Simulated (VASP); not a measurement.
Set up this calculation in VASP 6.6.1, as the native input.

```yaml
Task: single point
Functional: PBEsol
Dispersion: D3(BJ)
Potentials_or_basis: VASP PAW PBE potentials, release 64 (Hg)
Cutoff: 520 eV
k_mesh: 18 × 18 × 10
Occupations: gaussian, width 0.15 eV
Spin: no spin polarisation
Dipole_correction: no
Further_INCAR_settings: ALGO = Fast; EDIFF = 1e-06; NBANDS = 19
```

The structure of Hg lies in POSCAR:

```
Hg
1.0
    3.1321283083      0.0000000000      0.0000000000
   -1.5660641541      2.7125026829      0.0000000000
    0.0000000000      0.0000000000      5.3315088064
Hg
2
Direct
    0.6666666667      0.3333333333      0.7500000000
    0.3333333333      0.6666666667      0.2500000000
```

These files were run (other wordings do the same):

INCAR

```
ALGO = Fast
EDIFF = 1E-6
ENCUT = 520
GGA = PS
ISIF = 2
ISMEAR = 0
IVDW = 12
LASPH = T
LCHARG = F
LREAL = F
LWAVE = F
NBANDS = 19
NELM = 60
PREC = Accurate
SIGMA = 0.15
```

KPOINTS

```
k-points
0
Gamma
  18 18 10
```

Potentials or basis: VASP PAW PBE potentials, release 64 (Hg).

Run with:

```bash
$ cat potpaw_PBE.64/Hg/POTCAR > POTCAR
$ mpirun -np 1 vasp_std > vasp.out
```

Results of the run:

```yaml
Pressure: -1.3 GPa
Band_gap_on_the_k_mesh: zero (bands 12 and 13 overlap by 2.19 eV)
Dispersion_energy_per_atom: -0.441 eV
```

Caveat: the PAW data sets were made with another functional, which shifts forces and pressure a little; spin-orbit coupling is left out, which moves the levels of the heavy elements.

It took 43 s on 1 thread of Intel(R) Xeon(R) 6975P-C (Granite Rapids), on a shared host, peak memory 0.28 GiB.
